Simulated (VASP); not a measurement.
# AlN (P6_3mc) in VASP: further runs

Runs on AlN. Level: LDA. Tasks: single point.

Program: VASP 6.6.1. These are calculated values, not measurements. Logs are shortened: lines on timing, memory, paths and dates and some standing lists are left out, and cuts for length are marked.

**Experimental background.**

“Self-assembly of well-separated AlN nanowires directly on sputtered metallic TiN films”, 2019, arxiv:1910.07391 quotes, for a bulk crystal of AlN at 10 K: band gap 6.034 eV (an exciton energy, a little under the gap).

How close the calculation comes is told below.

### Step 1. The cell of the first run

Symmetry: P6_3mc, No. 186, hexagonal system. Conventional cell: a = 3.058 Å, b = 3.058 Å, c = 5.141 Å, α = 90.00°, β = 90.00°, γ = 120.00°. Within 2.5 Å of Al (site symmetry 3m) lie 4 N at 1.88 to 1.92 Å. Within 2.5 Å of N (site symmetry 3m) lie 4 Al at 1.88 to 1.92 Å.

### Step 2. Single point, LDA

File INCAR:

```
SYSTEM = AlN
PREC     = Accurate       ! precision mode
ENCUT    = 520            ! plane-wave cutoff, eV
EDIFF    = 1E-6           ! SCF threshold, eV
ISMEAR   = 0              ! smearing method
SIGMA    = 0.05           ! smearing width, eV
LREAL    = .False.        ! projectors in reciprocal space
LASPH    = .True.         ! aspherical terms in the spheres
NELM     = 100            ! most SCF steps
ALGO     = Normal         ! electronic algorithm
ISIF     = 2              ! what is computed and relaxed
LWAVE    = .False.        ! write WAVECAR
LCHARG   = .True.         ! write CHGCAR
LELF     = .True.         ! ELF
LVHAR    = .True.       
NBANDS   = 16             ! bands
```

File KPOINTS:

```
regular mesh
0
Gamma
  9 9 6
  0 0 0
```

File POSCAR:

```
AlN
1.0
    3.0577000000      0.0000000000      0.0000000000
   -1.5288500000      2.6480458772      0.0000000000
    0.0000000000      0.0000000000      5.1413000000
Al N
2 2
Direct
    0.3333333333      0.6666666667      0.0055105822
    0.6666666667      0.3333333333      0.5055105822
    0.3333333333      0.6666666667      0.3794894178
    0.6666666667      0.3333333333      0.8794894178
```

Potentials or basis: VASP PAW LDA potentials, release 64 (Al, N).

The run is started by

```bash
$ cat potpaw_LDA.64/Al/POTCAR potpaw_LDA.64/N/POTCAR > POTCAR
$ mpirun -np 1 vasp_std > vasp.out
```

OUTCAR:

```text
SYSTEM = AlN
   PREC = Accurate
   ENCUT = 520
   EDIFF = 1E-6
   ISMEAR = 0
   LREAL = .False.
   LASPH = .True.
   NELM = 100
   ISIF = 2

 ion  position               nearest neighbor table
   1  0.333  0.667  0.006-   4 1.88   4 1.88   4 1.88   3 1.92   2 3.12   2 3.12   2 3.12   2 3.12
                             2 3.12   2 3.12
   2  0.667  0.333  0.506-   3 1.88   3 1.88   3 1.88   4 1.92   1 3.12   1 3.12   1 3.12   1 3.12
                             1 3.12   1 3.12
   3  0.333  0.667  0.379-   2 1.88   2 1.88   2 1.88   1 1.92
   4  0.667  0.333  0.879-   1 1.88   1 1.88   1 1.88   2 1.92

  LATTYP: Found a hexagonal cell.
 ALAT       =     3.0577000000
 C/A-ratio  =     1.6814272165

  Lattice vectors:

 A1 = (   3.0577000000,   0.0000000000,   0.0000000000)
 A2 = (  -1.5288500000,   2.6480458772,   0.0000000000)
 A3 = (   0.0000000000,   0.0000000000,   5.1413000000)

Analysis of symmetry for initial positions (statically):
=====================================================================
 Subroutine PRICEL returns:
 Original cell was already a primitive cell.

 Routine SETGRP: Setting up the symmetry group for a
 hexagonal supercell.

 Subroutine GETGRP returns: Found 12 space group operations
 (whereof  6 operations were pure point group operations)
 out of a pool of 24 trial point group operations.

The static configuration has the point symmetry C_3v.
 The point group associated with its full space group is C_6v.

Analysis of symmetry for dynamics (positions and initial velocities):
=====================================================================
 Subroutine PRICEL returns:
 Original cell was already a primitive cell.

 Routine SETGRP: Setting up the symmetry group for a
 hexagonal supercell.

 Subroutine GETGRP returns: Found 12 space group operations
 (whereof  6 operations were pure point group operations)
 out of a pool of 24 trial point group operations.

The dynamic configuration has the point symmetry C_3v.
 The point group associated with its full space group is C_6v.

 Subroutine INISYM returns: Found 12 space group operations
 (whereof  6 operations are pure point group operations),
 and found     1 'primitive' translations

----------------------------------------------------------------------------------------

                                     Primitive cell

  volume of cell :      41.6287

  direct lattice vectors                    reciprocal lattice vectors
     3.057700000  0.000000000  0.000000000     0.327043202  0.188818481  0.000000000
[... 90 lines left out ...]
   EDIFF  = 0.1E-05   stopping-criterion for ELM
   LREAL  =      F    real-space projection
   EDIFFG = 0.1E-04   stopping-criterion for IOM
   NSW    =      0    number of steps for IOM
   IBRION =     -1    ionic relax: 0-MD 1-quasi-New 2-CG
   NFREE  =      0    steps in history (QN), initial steepest desc. (CG)
   ISIF   =      2    stress and relaxation
   ISYM   =      2    0-nonsym 1-usesym 2-fastsym
   POTIM  = 0.5000    time-step for ionic-motion
   TEBEG  =    0.0;   TEEND  =   0.0 temperature during run
   PSTRESS=    0.0 pullay stress
   NELECT =      16.0000    total number of electrons
   NUPDOWN=      -1.0000    fix difference up-down
   EMIN   =  10.00;   EMAX   =-10.00  energy-range for DOS
   EFERMI =   0.00;   METHOD = LEGACY
   ISMEAR =     0;   SIGMA  =   0.05  broadening in eV -4-tet -1-fermi 0-gaus
   EFERMI_NEDOS =   21; number of points for ismear=-14 and -15
   IALGO  =     38    algorithm
   IMIX   =      4    mixing-type and parameters
     AMIX     =   0.40;   BMIX     =  1.00
     AMIX_MAG =   1.60;   BMIX_MAG =  1.00
  volume/ion in A,a.u.               =      10.41        70.23
  Fermi-wavevector in a.u.,A,eV,Ry     =   1.190283  2.249310 19.276389  1.416775
  Thomas-Fermi vector in A             =   2.326372
   LORBIT       =      0    0 simple, 1 ext, 2 COOP (PROOUT), +10 PAW based schemes
   GGA     = CA    functional components
   LHFCALC =     F    Hartree Fock is set to
   AEXX    =    0.0000 exact exchange contribution
   IVDW    =     0    specifies the selected vdW correction
   LEPSILON=     F    determine dielectric tensor
   LRPA    =     F    only Hartree local field effects (RPA)
 non-spin polarized calculation
 Gauss-broadening in eV      SIGMA  =   0.05
  energy-cutoff  :      520.00
  volume of cell :       41.63
 maximum number of plane-waves:      1130
 NGX is ok and might be reduce to    24

 number of electron      15.9999999 magnetization

 Free energy of the ion-electron system (eV)
  ---------------------------------------------------
  ext. energy  EPLUGINS =         0.00000000
  ---------------------------------------------------
  free energy    TOTEN  =       -32.77417778 eV

  energy without entropy =      -32.77417778  energy(sigma->0) =      -32.77417778

 E-fermi :   6.0460     XC(G=0): -11.2626

 val. band max:        5.8390403363   @ k =   0.0000   0.0000   0.0000
 cond. band min:      10.0779740381   @ k =   0.0000   0.0000   0.0000
 fundamental gap:      4.2389337017
 Fermi energy:         6.0460399565

 k-point     1 :       0.0000    0.0000    0.0000
  band No.  band energies     occupation
      1      -9.1217      2.00000
      2      -7.0931      2.00000
      3      -0.3239      2.00000
      4       5.3109      2.00000
      5       5.3109      2.00000
      6       5.6224      2.00000
[... 433 lines left out ...]
      3       1.2314      2.00000
      4       1.7536      2.00000
      5       1.7536      2.00000
      6       3.0729      2.00000
[... 8 lines left out ...]
     15      19.1094      0.00000
     16      20.9655      0.00000

 [... further k-points ...]
[... 5 lines left out ...]
  --------------------------------------------------------------------------------------
  -------------------------------------------------------------------------------------
  Total        0.5713575      0.5713575     -3.3565809      0.0000000      0.0000000      0.0000000
  in kB       21.9899969     21.9899969   -129.1856808      0.0000000      0.0000000      0.0000000
  external PRESSURE =     -28.4018957 kB  Pullay stress =       0.0000000 kB

 VOLUME and BASIS-vectors are now :
 -----------------------------------------------------------------------------
  energy-cutoff  :      520.00
  volume of cell :       41.63
      direct lattice vectors                 reciprocal lattice vectors
     3.057700000  0.000000000  0.000000000     0.327043202  0.188818481  0.000000000
    -1.528850000  2.648045877  0.000000000     0.000000000  0.377636962  0.000000000
     0.000000000  0.000000000  5.141300000     0.000000000  0.000000000  0.194503336

 POSITION                                       TOTAL-FORCE (eV/Angst)
 -----------------------------------------------------------------------------------
     -0.00000      1.76536      0.02833        -0.000000     -0.000000      0.009285
      1.52885      0.88268      2.59898        -0.000000     -0.000000      0.009285
     -0.00000      1.76536      1.95107         0.000000      0.000000     -0.009285
      1.52885      0.88268      4.52172        -0.000000     -0.000000     -0.009285
 -----------------------------------------------------------------------------------
    total drift:                               -0.000000      0.000000     -0.000411

  FREE ENERGIE OF THE ION-ELECTRON SYSTEM (eV)
  ---------------------------------------------------
  free  energy   TOTEN  =       -32.7741777815 eV

  energy  without entropy=      -32.7741777815  energy(sigma->0) =      -32.77417778
```

OSZICAR:

```text
N       E                     dE             d eps       ncg     rms          rms(c)
DAV:   1     0.360774016950E+02    0.36077E+02   -0.73447E+03  1544   0.895E+02
DAV:   2    -0.346861834142E+02   -0.70764E+02   -0.65593E+02  2120   0.179E+02
DAV:   3    -0.378359514048E+02   -0.31498E+01   -0.31413E+01  1856   0.383E+01
DAV:   4    -0.378520000336E+02   -0.16049E-01   -0.16047E-01  1976   0.324E+00
DAV:   5    -0.378521609992E+02   -0.16097E-03   -0.16096E-03  1856   0.318E-01    0.123E+01
DAV:   6    -0.328898811522E+02    0.49623E+01   -0.11655E+01  1624   0.240E+01    0.435E+00
DAV:   7    -0.328364712996E+02    0.53410E-01   -0.50368E-01  1904   0.465E+00    0.282E+00
DAV:   8    -0.327769976729E+02    0.59474E-01   -0.70836E-02  1736   0.221E+00    0.342E-01
DAV:   9    -0.327740827199E+02    0.29150E-02   -0.56282E-03  1952   0.533E-01    0.218E-01
DAV:  10    -0.327742284698E+02   -0.14575E-03   -0.60183E-04  1680   0.157E-01    0.107E-01
DAV:  11    -0.327741777828E+02    0.50687E-04   -0.97945E-05  1896   0.733E-02    0.168E-02
DAV:  12    -0.327741777815E+02    0.12899E-08   -0.17552E-06  1664   0.991E-03
   1 F= -.32774178E+02 E0= -.32774178E+02  d E =-.419502E-11
```

Wall time 18 s (1 thread of Intel Xeon Platinum 8259CL at 2.50GHz (Skylake/Cascade Lake), shared host); peak memory 0.15 GiB.

What came out:

- Free energy: -32.7742 eV
- Pressure: -2.8 GPa
- Largest force: 0.009 eV/Å
- Band gap on the k mesh: 4.24 eV, direct

Forces in eV/Å, atoms in the order of the input:
```
Al   0.000  0.000  0.009
Al   0.000  0.000  0.009
N    0.000  0.000 -0.009
N    0.000  0.000 -0.009
```

Stress tensor (GPa, compression positive):
```
  2.20   0.00   0.00
  0.00   2.20   0.00
  0.00   0.00 -12.92
```

### Step 3. Single point, LDA

This run uses another cell than the first one, of the same volume but with other edges.

File INCAR:

```
  ALGO = Normal
  EDIFF = 1E-6
  ENCUT = 520
  ISIF = 2
  ISMEAR = 0
  LASPH = True
  LCHARG = True
  LELF = True
  LREAL = False
  LVHAR = True
  LWAVE = False
  NBANDS = 16
  NELM = 80
  PREC = Accurate
  SIGMA = 0.05
```

File KPOINTS:

```
k-points
0
Gamma
  9 9 6
```

File POSCAR:

```
AlN
1.0
    3.1813000000      0.0000000000      0.0000000000
   -1.5906500000      2.7550866171      0.0000000000
    0.0000000000      0.0000000000      4.7458000000
Al N
2 2
Direct
    0.3333333333      0.6666666667     -0.0061039556
    0.6666666667      0.3333333333      0.4938960444
    0.3333333333      0.6666666667      0.3911039556
    0.6666666667      0.3333333333      0.8911039556
```

Potentials or basis: VASP PAW LDA potentials, release 64 (Al, N).

The run is started by

```bash
$ cat potpaw_LDA.64/Al/POTCAR potpaw_LDA.64/N/POTCAR > POTCAR
$ mpirun -np 1 vasp_std > vasp.out
```

Run time: 19 s. Hardware: 1 thread of Intel Xeon Platinum 8259CL at 2.50GHz (Skylake/Cascade Lake), shared host; peak memory 0.15 GiB.

The run converged. Its results:

- Free energy: -32.7302 eV
- Pressure: -4.5 GPa
- Largest force: 0.012 eV/Å
- Band gap on the k mesh: 3.83 eV, direct

Forces on the atoms (eV/Å):
```
Al   0.000  0.000 -0.012
Al   0.000  0.000 -0.012
N    0.000  0.000  0.012
N    0.000  0.000  0.012
```

Stress tensor (GPa, compression positive):
```
-9.73  0.00  0.00
 0.00 -9.73  0.00
 0.00  0.00  5.86
```

Levels at points of the mesh, in eV from the valence-band top:
```tsv
k point	band 4	band 5	band 6	band 7	band 8	band 9	band 10	band 11	band 12	band 13
(0.00, 0.00, 0.00)	-1.66	-1.66	-0.78	-0.78	0.00	3.83	5.54	9.88	9.88	10.58
(0.00, 0.00, 0.50)	-3.39	-1.23	-1.23	-1.23	-1.23	5.84	5.84	10.03	10.03	10.20
```

### Step 4. How close it comes

Step 2. Against the measured gap of AlN, 6.034 eV (an exciton energy, a little under the gap; 10 K; quoted in “Self-assembly of well-separated AlN nanowires directly on sputtered metallic TiN films”, 2019, arxiv:1910.07391), the calculated 4.24 eV is off by -1.79 eV. 2 values of this kind are on record (6.034 to 6.0343 eV); this one was drawn at random. The value is that of LDA on a finite k mesh, which can miss the band edges, without temperature or zero-point motion. Semilocal functionals fall short of measured gaps as a rule.
